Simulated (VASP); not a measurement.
The system is Ir.

```
Ir
1.0
     1.76711    1.02024    3.03865
    -1.76711    1.02024    3.03865
     0.00000   -2.04049    3.03865
Ir
2
Direct
  0.24552 0.24552 0.24552
  0.75448 0.75448 0.75448
```

```yaml
Program: VASP 6.6.1
Task: relaxation of cell and atoms
Functional: PBEsol
Potentials_or_basis: VASP PAW PBE potentials, release 64 (Ir)
Cutoff: 600 eV
k_mesh: 15 × 15 × 15
Occupations: gaussian, width 0.1 eV
Spin: no spin polarisation
```

At the start: pressure 0.5 GPa; volume 16.44 Å³/atom.

**Question.** How do energy, volume and symmetry change on relaxing?

**Answer.** Over 15 steps the energy falls by 16.9 meV/atom; space group R-3m (No. 166, to 0.1 Å) before, Pm-3m (No. 221, to 0.1 Å).

Step by step:
| step | energy change (eV) | largest force (eV/Å) | pressure (GPa) | volume (Å³) |
| --- | --- | --- | --- | --- |
| 1 | 0.0000 | 0.4857 | 0.54 | 32.87 |
| 2 | -0.0224 | 0.2388 | -2.08 | 33.13 |
| 3 | -0.0263 | 0.0296 | -3.85 | 33.34 |
| 4 | -0.0304 | 0.2213 | 0.16 | 32.86 |
| 5 | -0.0310 | 0.1653 | -0.94 | 32.99 |
| 6 | -0.0324 | 0.1072 | -0.35 | 32.91 |
| 7 | -0.0330 | 0.0471 | 0.24 | 32.84 |
| 8 | -0.0330 | 0.0287 | 0.45 | 32.82 |
| 9 | -0.0333 | 0.0052 | -0.04 | 32.87 |
| 10 | -0.0333 | 0.0154 | -0.16 | 32.89 |
| 11 | -0.0334 | 0.0188 | -0.09 | 32.87 |
| 12 | -0.0336 | 0.0297 | 0.25 | 32.84 |
| 13 | -0.0337 | 0.0133 | -0.15 | 32.89 |
| 14 | -0.0337 | 0.0187 | -0.17 | 32.88 |
| 15 | -0.0338 | 0.0036 | -0.05 | 32.87 |

Final structure:
```yaml
crystal:
  lattice:
    - [1.79793, 1.03804, 2.93560]
    - [-1.79793, 1.03804, 2.93560]
    - [0.00000, -2.07607, 2.93560]
  atoms:
    - { symbol: Ir, position: [0.24997, 0.24997, 0.24997] }
    - { symbol: Ir, position: [0.75003, 0.75003, 0.75003] }
```

Caveat: the PAW data sets were made with another functional, which shifts forces and pressure a little.
